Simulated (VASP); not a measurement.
# Pt (Im-3m) in VASP: a series of runs

Pt is run at these levels: PBE; tasks: single point.

Everything below comes from runs of VASP 6.6.1. Logs are shortened: lines on timing, memory, paths and dates and some standing lists are left out, and cuts for length are marked.

## (1) The cell of the first run

Symmetry: Im-3m, No. 229, cubic system. The conventional cell has a = 2.684 Å, b = 2.684 Å, c = 2.684 Å, α = 90.00°, β = 90.00°, γ = 90.00°. Within 3.1 Å of Pt (site symmetry m-3m) lie 14 Pt at 2.32 to 2.68 Å.

This isn't the form of Pt at room conditions, which is fcc.

## (2) Single point, PBE

INCAR reads:

```
ALGO = Normal ; EDIFF = 1E-7
ENCUT = 520 ; GGA = PE
ISIF = 2 ; ISMEAR = -1
LASPH = T ; LCHARG = F
LREAL = F ; LWAVE = F
NBANDS = 11 ; NELM = 100
PREC = Accurate ; SIGMA = 0.08
```

KPOINTS reads:

```
k-points
0
Gamma
  20 20 20
```

POSCAR reads:

```
Pt
1.0
   -1.3419226558      1.3419226558      1.3419226558
    1.3419226558     -1.3419226558      1.3419226558
    1.3419226558      1.3419226558     -1.3419226558
Pt
1
Direct
    0.0000000000      0.0000000000      0.0000000000
```

Potentials or basis: VASP PAW PBE potentials, release 64 (Pt).

Started as:

```console
cat potpaw_PBE.64/Pt/POTCAR > POTCAR
mpirun -np 1 vasp_std > vasp.out
```

OUTCAR:

```text
EDIFF = 1E-7
   ENCUT = 520
   GGA = PE
   ISIF = 2
   ISMEAR = -1
   LASPH = T
   LREAL = F
   NELM = 100
   PREC = Accurate

 ion  position               nearest neighbor table
   1  0.000  0.000  0.000-

  LATTYP: Found a body centered cubic cell.
 ALAT       =     2.6838453116

  Lattice vectors:

 A1 = (  -1.3419226558,   1.3419226558,   1.3419226558)
 A2 = (   1.3419226558,  -1.3419226558,   1.3419226558)
 A3 = (   1.3419226558,   1.3419226558,  -1.3419226558)

Analysis of symmetry for initial positions (statically):
=====================================================================
 Subroutine PRICEL returns:
 Original cell was already a primitive cell.

 Routine SETGRP: Setting up the symmetry group for a
 body centered cubic supercell.

 Subroutine GETGRP returns: Found 48 space group operations
 (whereof 48 operations were pure point group operations)
 out of a pool of 48 trial point group operations.

The static configuration has the point symmetry O_h .

Analysis of symmetry for dynamics (positions and initial velocities):
=====================================================================
 Subroutine PRICEL returns:
 Original cell was already a primitive cell.

 Routine SETGRP: Setting up the symmetry group for a
 body centered cubic supercell.

 Subroutine GETGRP returns: Found 48 space group operations
 (whereof 48 operations were pure point group operations)
 out of a pool of 48 trial point group operations.

The dynamic configuration has the point symmetry O_h .

 Subroutine INISYM returns: Found 48 space group operations
 (whereof 48 operations are pure point group operations),
 and found     1 'primitive' translations

----------------------------------------------------------------------------------------

                                     Primitive cell

  volume of cell :       9.6659

  direct lattice vectors                    reciprocal lattice vectors
    -1.341922656  1.341922656  1.341922656     0.000000000  0.372599716  0.372599716
     1.341922656 -1.341922656  1.341922656     0.372599716  0.000000000  0.372599716
     1.341922656  1.341922656 -1.341922656     0.372599716  0.372599716  0.000000000

  length of vectors
     2.324278220  2.324278220  2.324278220     0.526935571  0.526935571  0.526935571

  position of ions in fractional coordinates (direct lattice)
     0.000000000  0.000000000  0.000000000

  ion indices of the primitive-cell ions
   primitive index   ion index
                 1           1

----------------------------------------------------------------------------------------

 KPOINTS: k-points

Automatic generation of k-mesh.
 Grid dimensions read from file:
 generate k-points for:   20   20   20

 Generating k-lattice:

  Cartesian coordinates                     Fractional coordinates (reciprocal lattice)
     0.000000000  0.018629986  0.018629986     0.050000000  0.000000000  0.000000000
     0.018629986  0.000000000  0.018629986     0.000000000  0.050000000  0.000000000
     0.018629986  0.018629986  0.000000000     0.000000000  0.000000000  0.050000000

  Length of vectors
     0.026346779  0.026346779  0.026346779

  Shift w.r.t. Gamma in fractional coordinates (k-lattice)
     0.000000000  0.000000000  0.000000000

 Subroutine IBZKPT returns following result:
 ===========================================

 Found    256 irreducible k-points:

 Following reciprocal coordinates:
            Coordinates               Weight
  0.000000  0.000000  0.000000      1.000000
  0.050000  0.000000  0.000000     12.000000
  0.100000  0.000000  0.000000     12.000000
  0.150000  0.000000  0.000000     12.000000
  0.200000  0.000000  0.000000     12.000000
  0.250000  0.000000  0.000000     12.000000
[... 16 lines left out ...]
  0.200000  0.100000  0.000000     48.000000
  0.250000  0.100000 -0.000000     48.000000
 [... further k-points ...]
   k-points           NKPTS =    256   k-points in BZ     NKDIM =    256   number of bands    NBANDS=     11
   number of dos      NEDOS =    301   number of ions     NIONS =      1
   total plane-waves  NPLWV =   5832
   dimension x,y,z NGX =    18 NGY =   18 NGZ =   18
   dimension x,y,z NGXF=    36 NGYF=   36 NGZF=   36
   ions per type =               1
   NGX,Y,Z   is equivalent  to a cutoff of  12.87, 12.87, 12.87 a.u.
   NGXF,Y,Z  is equivalent  to a cutoff of  25.75, 25.75, 25.75 a.u.
 SYSTEM =  unknown system
   PREC   = accura    normal or accurate (medium, high low for compatibility)
   ISTART =      0    job   : 0-new  1-cont  2-samecut
   ICHARG =      2    charge: 1-file 2-atom 10-const
   ISPIN  =      1    spin polarized calculation?
   LNONCOLLINEAR =      F non collinear calculations
   LSORBIT =      F    spin-orbit coupling
   LASPH  =      T    aspherical Exc in radial PAW
   ENCUT  =  520.0 eV  38.22 Ry    6.18 a.u.   4.32  4.32  4.32*2*pi/ulx,y,z
   NELM   =    100;   NELMIN=  2; NELMDL= -5     # of ELM steps
   EDIFF  = 0.1E-06   stopping-criterion for ELM
   LREAL  =      F    real-space projection
   EDIFFG = 0.1E-05   stopping-criterion for IOM
   NSW    =      0    number of steps for IOM
   IBRION =     -1    ionic relax: 0-MD 1-quasi-New 2-CG
   NFREE  =      0    steps in history (QN), initial steepest desc. (CG)
   ISIF   =      2    stress and relaxation
   ISYM   =      2    0-nonsym 1-usesym 2-fastsym
   POTIM  = 0.5000    time-step for ionic-motion
   TEBEG  =    0.0;   TEEND  =   0.0 temperature during run
   PSTRESS=    0.0 pullay stress
   NELECT =      10.0000    total number of electrons
   NUPDOWN=      -1.0000    fix difference up-down
   EMIN   =  10.00;   EMAX   =-10.00  energy-range for DOS
   EFERMI =   0.00;   METHOD = LEGACY
   ISMEAR =    -1;   SIGMA  =   0.08  broadening in eV -4-tet -1-fermi 0-gaus
   EFERMI_NEDOS =   21; number of points for ismear=-14 and -15
   IALGO  =     38    algorithm
   IMIX   =      4    mixing-type and parameters
     AMIX     =   0.40;   BMIX     =  1.00
     AMIX_MAG =   1.60;   BMIX_MAG =  1.00
  volume/ion in A,a.u.               =       9.67        65.23
  Fermi-wavevector in a.u.,A,eV,Ry     =   1.655747  3.128908 37.300353  2.741499
  Thomas-Fermi vector in A             =   2.743790
   LORBIT       =      0    0 simple, 1 ext, 2 COOP (PROOUT), +10 PAW based schemes
   GGA     = PE    functional components
[... 5 lines left out ...]
 non-spin polarized calculation
  energy-cutoff  :      520.00
  volume of cell :        9.67
 maximum number of plane-waves:       276
 NGX is ok and might be reduce to    18
   NGX =  9   NGY =  9   NGZ =  9

 number of electron      10.0000000 magnetization

 number of electron       9.9999999 magnetization

 Free energy of the ion-electron system (eV)
  ---------------------------------------------------
  ext. energy  EPLUGINS =         0.00000000
  ---------------------------------------------------
  free energy    TOTEN  =        -1.05157582 eV

  energy without entropy =       -1.04455489  energy(sigma->0) =       -1.04806536

 E-fermi :  21.6018     XC(G=0): -16.2719

 val. band max:       21.5817485897   @ k =  -0.4000   0.4000   0.3500
 cond. band min:      21.6277609236   @ k =  -0.3000   0.3500   0.1000
 fundamental gap:      0.0460123339
 Fermi energy:        21.6018223568

 k-point     1 :       0.0000    0.0000    0.0000
  band No.  band energies     occupation
      1       6.0557      2.00000
      2      14.3309      2.00000
      3      14.3309      2.00000
      4      14.3309      2.00000
      5      19.2344      2.00000
      6      19.2344      2.00000
      7      37.0750      0.00000
      8      37.0750      0.00000
      9      37.0750      0.00000
     10      52.4558      0.00000
     11      52.4558      0.00000

 k-point     2 :       0.0500    0.0000    0.0000
  band No.  band energies     occupation
      1       6.2314      2.00000
      2      14.2355      2.00000
      3      14.3230      2.00000
      4      14.4963      2.00000
      5      19.0789      2.00000
      6      19.2359      2.00000
      7      37.2182      0.00000
      8      37.3580      0.00000
      9      37.4829      0.00000
     10      52.2882      0.00000
     11      52.3990      0.00000

 k-point     3 :       0.1000    0.0000    0.0000
  band No.  band energies     occupation
      1       6.7360      2.00000
      2      13.9673      2.00000
      3      14.2868      2.00000
      4      14.9872      2.00000
      5      18.7155      2.00000
      6      19.2464      2.00000
      7      37.5972      0.00000
      8      38.1881      0.00000
      9      38.5754      0.00000
     10      50.8865      0.00000
     11      52.0707      0.00000

 k-point     4 :       0.1500    0.0000    0.0000
  band No.  band energies     occupation
      1       7.4924      2.00000
      2      13.5722      2.00000
      3      14.2125      2.00000
      4      15.7882      2.00000
      5      18.3724      2.00000
      6      19.2805      2.00000
      7      38.0333      0.00000
      8      39.5159      0.00000
      9      39.9721      0.00000
     10      48.9297      0.00000
     11      51.0286      0.00000
[... 239 lines left out ...]
 k-point    22 :       0.1500    0.1000    0.0000
  band No.  band energies     occupation
      1       8.7688      2.00000
      2      13.1877      2.00000
      3      13.6098      2.00000
      4      17.6292      2.00000
      5      17.8946      2.00000
      6      19.6697      2.00000
      7      38.9381      0.00000
      8      40.3367      0.00000
      9      41.6725      0.00000
     10      47.2598      0.00000
     11      51.0158      0.00000

 k-point    23 :       0.2000    0.1000    0.0000
  band No.  band energies     occupation
      1       9.4479      2.00000
      2      12.7276      2.00000
      3      13.7764      2.00000
      4      17.9302      2.00000
      5      19.0976      2.00000
      6      19.8814      2.00000
      7      38.3108      0.00000
      8      40.4093      0.00000
      9      42.8115      0.00000
     10      48.1856      0.00000
     11      49.3512      0.00000

 k-point    24 :       0.2500    0.1000   -0.0000
  band No.  band energies     occupation
      1       9.6902      2.00000
      2      12.3013      2.00000
      3      14.5030      2.00000
      4      18.2176      2.00000
      5      20.0176      2.00000
      6      20.7933      1.99992
      7      37.0746      0.00000
      8      39.4696      0.00000
      9      44.5050      0.00000
     10      46.9870      0.00000
     11      50.3165      0.00000

 [... further k-points ...]

------------------------ aborting loop because EDIFF is reached ----------------------------------------

  FORCE on cell =-STRESS in cart. coord.  units (eV):
  Direction    XX          YY          ZZ          XY          YZ          ZX
  --------------------------------------------------------------------------------------
  -------------------------------------------------------------------------------------
  Total       25.5390366     25.5390366     25.5390366      0.0000000     -0.0000000      0.0000000
  in kB     4233.2376032   4233.2376032   4233.2376032      0.0000000     -0.0000000      0.0000000
  external PRESSURE =    4233.2376032 kB  Pullay stress =       0.0000000 kB

 VOLUME and BASIS-vectors are now :
 -----------------------------------------------------------------------------
  energy-cutoff  :      520.00
  volume of cell :        9.67
      direct lattice vectors                 reciprocal lattice vectors
    -1.341922656  1.341922656  1.341922656     0.000000000  0.372599716  0.372599716
     1.341922656 -1.341922656  1.341922656     0.372599716  0.000000000  0.372599716
     1.341922656  1.341922656 -1.341922656     0.372599716  0.372599716  0.000000000

 POSITION                                       TOTAL-FORCE (eV/Angst)
 -----------------------------------------------------------------------------------
      0.00000      0.00000      0.00000        -0.000000      0.000000      0.000000
 -----------------------------------------------------------------------------------
    total drift:                               -0.000000      0.000000     -0.000000

  FREE ENERGIE OF THE ION-ELECTRON SYSTEM (eV)
  ---------------------------------------------------
  free  energy   TOTEN  =        -1.0515758176 eV

  energy  without entropy=       -1.0445548947  energy(sigma->0) =       -1.04806536
```

It took 46 s on 1 thread of Intel Xeon 8259CL, shared host; peak memory 0.14 GiB.

Results:

| Property | Result |
| --- | --- |
| Free energy | -1.0516 eV |
| Pressure | 423.3 GPa |
| Band gap on the k mesh | zero (bands 5 and 6 overlap by 5.27 eV) |

Caveat: the cell stands under pressure; spin-orbit coupling is left out, which moves the levels of the heavy elements.

## (3) Single point, PBE

INCAR reads:

```
  PREC = Accurate
  ENCUT = 520
  EDIFF = 1E-7
  ISMEAR = -1
  SIGMA = 0.08
  LREAL = F
  LASPH = T
  NELM = 80
  ALGO = Normal
  ISIF = 2
  LWAVE = F
  LCHARG = F
  GGA = PE
  NBANDS = 11
```

KPOINTS reads:

```
regular mesh
0
Gamma
  20 20 20
```

POSCAR reads:

```
Pt
1.0
   -1.3417683103      1.3417683103      1.3417683103
    1.3417683103     -1.3417683103      1.3417683103
    1.3417683103      1.3417683103     -1.3417683103
Pt
1
Direct
    0.0000000000      0.0000000000      0.0000000000
```

Potentials or basis: VASP PAW PBE potentials, release 64 (Pt).

Started as:

```console
cat potpaw_PBE.64/Pt/POTCAR > POTCAR
mpirun -np 1 vasp_std > vasp.out
```

It took 44 s on 1 thread of Intel Xeon 8259CL, shared host; peak memory 0.14 GiB.

It converged, with:

* Free energy: -1.0428 eV
* Pressure: 424.0 GPa
* Band gap on the k mesh: zero (bands 5 and 6 overlap by 5.28 eV)

Levels at points of the mesh, in eV from the Fermi level:
```
           k point  band 2  band 3  band 4  band 5  band 6  band 7  band 8  band 9
(0.00, 0.00, 0.00)   -7.27   -7.27   -7.27   -2.37   -2.37   15.47   15.47   15.47
(0.50, 0.00, 0.00)  -10.32   -2.42   -1.31   -0.97    2.73   11.97   12.29   20.43
(0.50, 0.50, 0.50)  -13.06    1.41    1.41    1.41    9.10    9.10    9.10   21.47
```

Caveat: the cell stands under pressure; spin-orbit coupling is left out, which moves the levels of the heavy elements.
